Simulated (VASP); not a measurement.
# TmH2W (P6/mmm) in VASP: further runs

The runs below take TmH2W through single point, with PBE.

Program: VASP 6.6.1. These are calculated values, not measurements. Logs are shortened: lines on timing, memory, paths and dates and some standing lists are left out, and cuts for length are marked.

### 1 The cell of the first run

The structure is hexagonal, space group P6/mmm (No. 191). The conventional cell has a = 3.004 Å, b = 3.004 Å, c = 7.540 Å, α = 90.00°, β = 90.00°, γ = 120.00°. Tm (site symmetry 6/mmm) has 2 H at 2.00 Å within 2.7 Å. Within 2.3 Å of H (site symmetry 6mm) lie 1 W at 1.77 Å and 1 Tm at 2.00 Å. Within 2.3 Å of W (site symmetry 6/mmm) lie 2 H at 1.77 Å.

The cell was generated, and may not be a known phase.

### 2 Single point, PBE

INCAR

```
SYSTEM = TmH2W
PREC = Accurate
ENCUT = 500
EDIFF = 1E-6
ISMEAR = 0
SIGMA = 0.1
LREAL = .FALSE.
LASPH = .TRUE.
NELM = 200
ALGO = Normal
ISIF = 2
LWAVE = .FALSE.
LCHARG = .FALSE.
GGA = PE
NBANDS = 20
GGA_COMPAT = .FALSE.
LMAXMIX = 6
```

KPOINTS

```
Automatic mesh
0
G
  6 6 4
  0 0 0
```

POSCAR

```
TmH2W
1.0
    3.0043330876      0.0000000000      0.0000000000
   -1.5021665438      2.6018287753      0.0000000000
    0.0000000000      0.0000000000      7.5398022159
Tm H W
1 2 1
Direct
    0.0000000000      0.0000000000      0.0000000000
    0.0000000000      0.0000000000      0.2657779889
    0.0000000000      0.0000000000      0.7342220111
    0.0000000000      0.0000000000      0.5000000000
```

Potentials or basis: VASP PAW PBE potentials, release 64 (Tm_3, H, W_sv), 4f in core.

Command:

```bash
$ cat potpaw_PBE.64/Tm_3/POTCAR potpaw_PBE.64/H/POTCAR potpaw_PBE.64/W_sv/POTCAR > POTCAR
$ mpirun -np 1 vasp_std > vasp.out
```

OUTCAR:

```text
SYSTEM = TmH2W
   PREC = Accurate
   ENCUT = 500
   EDIFF = 1E-6
   ISMEAR = 0
   LREAL = .FALSE.
   LASPH = .TRUE.
   NELM = 200
   ISIF = 2
   GGA = PE

 ion  position               nearest neighbor table
   1  0.000  0.000  0.000-   2 2.00   3 2.00
   2  0.000  0.000  0.266-   4 1.77   1 2.00
   3  0.000  0.000  0.734-   4 1.77   1 2.00
   4  0.000  0.000  0.500-   2 1.77   3 1.77

  LATTYP: Found a hexagonal cell.
 ALAT       =     3.0043330876
 C/A-ratio  =     2.5096425716

  Lattice vectors:

 A1 = (   3.0043330876,   0.0000000000,   0.0000000000)
 A2 = (  -1.5021665438,   2.6018287753,   0.0000000000)
 A3 = (   0.0000000000,   0.0000000000,   7.5398022159)

Analysis of symmetry for initial positions (statically):
=====================================================================
 Subroutine PRICEL returns:
 Original cell was already a primitive cell.

 Routine SETGRP: Setting up the symmetry group for a
 hexagonal supercell.

 Subroutine GETGRP returns: Found 24 space group operations
 (whereof 24 operations were pure point group operations)
 out of a pool of 24 trial point group operations.

The static configuration has the point symmetry D_6h.

Analysis of symmetry for dynamics (positions and initial velocities):
=====================================================================
 Subroutine PRICEL returns:
 Original cell was already a primitive cell.

 Routine SETGRP: Setting up the symmetry group for a
 hexagonal supercell.

 Subroutine GETGRP returns: Found 24 space group operations
 (whereof 24 operations were pure point group operations)
 out of a pool of 24 trial point group operations.

The dynamic configuration has the point symmetry D_6h.

 Subroutine INISYM returns: Found 24 space group operations
 (whereof 24 operations are pure point group operations),
 and found     1 'primitive' translations

----------------------------------------------------------------------------------------

                                     Primitive cell

  volume of cell :      58.9368

  direct lattice vectors                    reciprocal lattice vectors
     3.004333088  0.000000000  0.000000000     0.332852574  0.192172523  0.000000000
    -1.502166544  2.601828775  0.000000000     0.000000000  0.384345046  0.000000000
     0.000000000  0.000000000  7.539802216     0.000000000  0.000000000  0.132629474

  length of vectors
     3.004333088  3.004333088  7.539802216     0.384345046  0.384345046  0.132629474

  position of ions in fractional coordinates (direct lattice)
     0.000000000  0.000000000  0.000000000
     0.000000000  0.000000000  0.265777989
     0.000000000  0.000000000  0.734222011
     0.000000000  0.000000000  0.500000000

  ion indices of the primitive-cell ions
   primitive index   ion index
                 1           1
                 2           2
                 3           3
                 4           4

----------------------------------------------------------------------------------------

 KPOINTS: Automatic mesh

Automatic generation of k-mesh.
 Grid dimensions read from file:
 generate k-points for:    6    6    4

 Generating k-lattice:

  Cartesian coordinates                     Fractional coordinates (reciprocal lattice)
     0.055475429  0.032028754  0.000000000     0.166666667  0.000000000  0.000000000
     0.000000000  0.064057508  0.000000000     0.000000000  0.166666667  0.000000000
     0.000000000  0.000000000  0.033157368     0.000000000  0.000000000  0.250000000

  Length of vectors
     0.064057508  0.064057508  0.033157368

  Shift w.r.t. Gamma in fractional coordinates (k-lattice)
     0.000000000  0.000000000  0.000000000

 Subroutine IBZKPT returns following result:
 ===========================================

 Found     21 irreducible k-points:

 Following reciprocal coordinates:
            Coordinates               Weight
  0.000000  0.000000  0.000000      1.000000
  0.166667  0.000000  0.000000      6.000000
  0.333333  0.000000  0.000000      6.000000
  0.500000  0.000000  0.000000      3.000000
  0.166667  0.166667  0.000000      6.000000
  0.333333  0.166667  0.000000     12.000000
[... 13 lines left out ...]
  0.333333  0.166667  0.500000     12.000000
  0.333333  0.333333  0.500000      2.000000
   k-points           NKPTS =     21   k-points in BZ     NKDIM =     21   number of bands    NBANDS=     20
   number of dos      NEDOS =    301   number of ions     NIONS =      4
   total plane-waves  NPLWV =  32256
   dimension x,y,z NGX =    24 NGY =   24 NGZ =   56
   dimension x,y,z NGXF=    48 NGYF=   48 NGZF=  112
   ions per type =               1   2   1
   NGX,Y,Z   is equivalent  to a cutoff of  13.28, 13.28, 12.35 a.u.
   NGXF,Y,Z  is equivalent  to a cutoff of  26.56, 26.56, 24.70 a.u.
 SYSTEM =  TmH2W
   PREC   = accura    normal or accurate (medium, high low for compatibility)
   ISTART =      0    job   : 0-new  1-cont  2-samecut
   ICHARG =      2    charge: 1-file 2-atom 10-const
   ISPIN  =      1    spin polarized calculation?
   LNONCOLLINEAR =      F non collinear calculations
   LSORBIT =      F    spin-orbit coupling
   LASPH  =      T    aspherical Exc in radial PAW
   ENCUT  =  500.0 eV  36.75 Ry    6.06 a.u.   5.48  5.48 13.75*2*pi/ulx,y,z
   NELM   =    200;   NELMIN=  2; NELMDL= -5     # of ELM steps
   EDIFF  = 0.1E-05   stopping-criterion for ELM
   LREAL  =      F    real-space projection
   EDIFFG = 0.1E-04   stopping-criterion for IOM
   NSW    =      0    number of steps for IOM
   IBRION =     -1    ionic relax: 0-MD 1-quasi-New 2-CG
   NFREE  =      0    steps in history (QN), initial steepest desc. (CG)
   ISIF   =      2    stress and relaxation
   ISYM   =      2    0-nonsym 1-usesym 2-fastsym
   POTIM  = 0.5000    time-step for ionic-motion
   TEBEG  =    0.0;   TEEND  =   0.0 temperature during run
   PSTRESS=    0.0 pullay stress
   NELECT =      25.0000    total number of electrons
   NUPDOWN=      -1.0000    fix difference up-down
   EMIN   =  10.00;   EMAX   =-10.00  energy-range for DOS
   EFERMI =   0.00;   METHOD = LEGACY
   ISMEAR =     0;   SIGMA  =   0.10  broadening in eV -4-tet -1-fermi 0-gaus
   EFERMI_NEDOS =   21; number of points for ismear=-14 and -15
   IALGO  =     38    algorithm
   IMIX   =      4    mixing-type and parameters
     AMIX     =   0.40;   BMIX     =  1.00
     AMIX_MAG =   1.60;   BMIX_MAG =  1.00
  volume/ion in A,a.u.               =      14.73        99.43
  Fermi-wavevector in a.u.,A,eV,Ry     =   1.230059  2.324474 20.586227  1.513045
  Thomas-Fermi vector in A             =   2.364922
   LORBIT       =      0    0 simple, 1 ext, 2 COOP (PROOUT), +10 PAW based schemes
   GGA     = PE    functional components
   LHFCALC =     F    Hartree Fock is set to
   AEXX    =    0.0000 exact exchange contribution
   IVDW    =     0    specifies the selected vdW correction
   LEPSILON=     F    determine dielectric tensor
   LRPA    =     F    only Hartree local field effects (RPA)
 non-spin polarized calculation
 Gauss-broadening in eV      SIGMA  =   0.10
  energy-cutoff  :      500.00
  volume of cell :       58.94
 maximum number of plane-waves:      1533
 NGX is ok and might be reduce to    24
   NGX = 11   NGY = 11   NGZ = 27

 number of electron      24.9999998 magnetization

 Free energy of the ion-electron system (eV)
  ---------------------------------------------------
  ext. energy  EPLUGINS =         0.00000000
  ---------------------------------------------------
  free energy    TOTEN  =       -20.83130122 eV

  energy without entropy =      -20.80712692  energy(sigma->0) =      -20.81921407

 E-fermi :   3.4977     XC(G=0): -10.4121

 val. band max:        3.4876774348   @ k =   0.5000   0.0000   0.2500
 cond. band min:       3.5286712384   @ k =   0.3333   0.1667   0.0000
 fundamental gap:      0.0409938036
 Fermi energy:         3.4976716330

 k-point     1 :       0.0000    0.0000    0.0000
  band No.  band energies     occupation
      1     -70.5947      2.00000
      2     -34.9035      2.00000
      3     -34.3551      2.00000
      4     -34.3551      2.00000
      5     -21.2680      2.00000
      6     -20.3272      2.00000
[... 12 lines left out ...]
     19      10.1528      0.00000
     20      10.5946      0.00000

 k-point     2 :       0.1667    0.0000    0.0000
  band No.  band energies     occupation
      1     -70.5864      2.00000
      2     -34.8871      2.00000
      3     -34.4812      2.00000
      4     -34.3853      2.00000
      5     -21.2000      2.00000
      6     -20.7787      2.00000
[... 12 lines left out ...]
     19       7.8832      0.00000
     20      10.1518      0.00000

 k-point     3 :       0.3333    0.0000    0.0000
  band No.  band energies     occupation
      1     -70.5698      2.00000
      2     -34.8544      2.00000
      3     -34.7271      2.00000
      4     -34.4451      2.00000
      5     -21.5980      2.00000
      6     -21.0611      2.00000
[... 12 lines left out ...]
     19       9.4104      0.00000
     20      10.7948      0.00000

 k-point     4 :       0.5000    0.0000    0.0000
  band No.  band energies     occupation
      1     -70.5614      2.00000
      2     -34.8469      2.00000
      3     -34.8379      2.00000
      4     -34.4747      2.00000
      5     -21.9743      2.00000
      6     -20.9901      2.00000
[... 360 lines left out ...]
 k-point    20 :       0.3333    0.1667    0.5000
  band No.  band energies     occupation
      1     -70.5615      2.00000
      2     -34.8379      2.00000
      3     -34.7854      2.00000
      4     -34.5394      2.00000
      5     -21.7769      2.00000
      6     -20.9917      2.00000
[... 12 lines left out ...]
     19       9.7784      0.00000
     20      11.5936      0.00000

 k-point    21 :       0.3333    0.3333    0.5000
  band No.  band energies     occupation
      1     -70.5573      2.00000
      2     -34.8296      2.00000
      3     -34.7012      2.00000
      4     -34.7012      2.00000
      5     -21.4957      2.00000
      6     -21.4957      2.00000
[... 12 lines left out ...]
     19      11.7489      0.00000
     20      11.8239      0.00000

------------------------ aborting loop because EDIFF is reached ----------------------------------------

  FORCE on cell =-STRESS in cart. coord.  units (eV):
  Direction    XX          YY          ZZ          XY          YZ          ZX
  --------------------------------------------------------------------------------------
  -------------------------------------------------------------------------------------
  Total        0.0702005      0.0702005      0.2441158      0.0000000      0.0000000      0.0000000
  in kB        1.9083751      1.9083751      6.6362046      0.0000000      0.0000000      0.0000000
  external PRESSURE =       3.4843182 kB  Pullay stress =       0.0000000 kB

 VOLUME and BASIS-vectors are now :
 -----------------------------------------------------------------------------
  energy-cutoff  :      500.00
  volume of cell :       58.94
      direct lattice vectors                 reciprocal lattice vectors
     3.004333088  0.000000000  0.000000000     0.332852574  0.192172523  0.000000000
    -1.502166544  2.601828775  0.000000000     0.000000000  0.384345046  0.000000000
     0.000000000  0.000000000  7.539802216     0.000000000  0.000000000  0.132629474

 POSITION                                       TOTAL-FORCE (eV/Angst)
 -----------------------------------------------------------------------------------
      0.00000      0.00000      0.00000         0.000000     -0.000000      0.000000
      0.00000      0.00000      2.00391        -0.000000     -0.000000      0.045412
      0.00000      0.00000      5.53589        -0.000000      0.000000     -0.045412
      0.00000      0.00000      3.76990         0.000000     -0.000000      0.000000
 -----------------------------------------------------------------------------------
    total drift:                                0.000000     -0.000000      0.000000

  FREE ENERGIE OF THE ION-ELECTRON SYSTEM (eV)
  ---------------------------------------------------
  free  energy   TOTEN  =       -20.8313012190 eV

  energy  without entropy=      -20.8071269215  energy(sigma->0) =      -20.81921407
```

It took 13 s on 1 thread of Intel Xeon 6975P-C (Granite Rapids), shared host; peak memory 0.19 GiB.

Results:

| Property | Result |
| --- | --- |
| Free energy | -20.8313 eV |
| Pressure | 0.3 GPa |
| Largest force | 0.045 eV/Å |
| Band gap on the k mesh | zero (an odd number of electrons rules out a gap without spin polarisation) |

Forces on the atoms (eV/Å):
```
Tm   0.000  0.000  0.000
H    0.000  0.000  0.045
H    0.000  0.000 -0.045
W    0.000  0.000  0.000
```

Caveat: the k points lie up to 0.40 Å⁻¹ apart, too coarse for converged energies and pressures of a metal; spin-orbit coupling is left out, which moves the levels of the heavy elements; the 4f electrons are frozen in the core, so they carry no moment and show no levels. Spin polarisation is off, so any magnetic state and its effect on volume and gap are missing.

### 3 Single point, PBE

This run uses another cell than the first one, of 16.66 Å³/atom.

INCAR

```
SYSTEM = TmH2W
PREC = Accurate
ENCUT = 500
EDIFF = 1E-6
ISMEAR = 0
SIGMA = 0.1
LREAL = .False.
LASPH = .True.
NELM = 200
ALGO = Normal
ISIF = 2
LWAVE = .False.
LCHARG = .False.
GGA = PE
NBANDS = 20
GGA_COMPAT = .False.
LMAXMIX = 6
```

KPOINTS

```
Automatic mesh
0
Gamma
  6 6 4
  0 0 0
```

POSCAR

```
TmH2W
1.0
    3.5650326800      0.0000000000      0.0000000000
   -1.7825163400      3.0874088700      0.0000000000
    0.0000000000      0.0000000000      6.0527822900
Tm H W
1 2 1
Direct
    0.0000000000      0.0000000000      0.0000000000
    0.0000000000      0.0000000000      0.2775313400
    0.0000000000      0.0000000000      0.7224686600
    0.0000000000      0.0000000000      0.5000000000
```

Potentials or basis: VASP PAW PBE potentials, release 64 (Tm_3, H, W_sv), 4f in core.

Command:

```bash
$ cat potpaw_PBE.64/Tm_3/POTCAR potpaw_PBE.64/H/POTCAR potpaw_PBE.64/W_sv/POTCAR > POTCAR
$ mpirun -np 1 vasp_std > vasp.out
```

It took 16 s on 1 thread of Intel Xeon 6975P-C (Granite Rapids), shared host; peak memory 0.2 GiB.

The run converged. Its results:

- Free energy: -14.3186 eV
- Pressure: 27.5 GPa
- Largest force: 9.402 eV/Å
- Band gap on the k mesh: zero (an odd number of electrons rules out a gap without spin polarisation)

Forces on the atoms (eV/Å):
```
Tm   0.000  0.000  0.000
H    0.000  0.000 -9.402
H    0.000  0.000  9.402
W    0.000  0.000  0.000
```

Stress tensor (GPa, compression positive):
```
-16.58   0.00   0.00
  0.00 -16.58   0.00
  0.00   0.00 115.64
```

Levels at points of the mesh, in eV from the Fermi level:
```
           k point  band 10  band 11  band 12  band 13  band 14  band 15  band 16  band 17
(0.00, 0.00, 0.00)    -1.93    -1.73     0.28     0.28     0.39     0.39     2.89     2.89
(0.50, 0.00, 0.00)    -1.81    -0.27    -0.05     0.01     0.28     2.20     3.09     3.25
(0.00, 0.00, 0.50)    -3.55    -2.08     0.32     0.32     0.70     0.70     2.81     2.81
(0.50, 0.00, 0.50)    -1.58    -1.45    -0.46    -0.32     0.32     2.21     3.30     3.32
```

Caveat: the stress differs along the axes, from -17 to 116 GPa; spin-orbit coupling is left out, which moves the levels of the heavy elements; the 4f electrons are frozen in the core, so they carry no moment and show no levels; forces of over 1 eV/Å act on the atoms, so gaps and moduli don't describe the material at rest.

The gap in the log of VASP goes by the Fermi energy; the results here count the filled bands.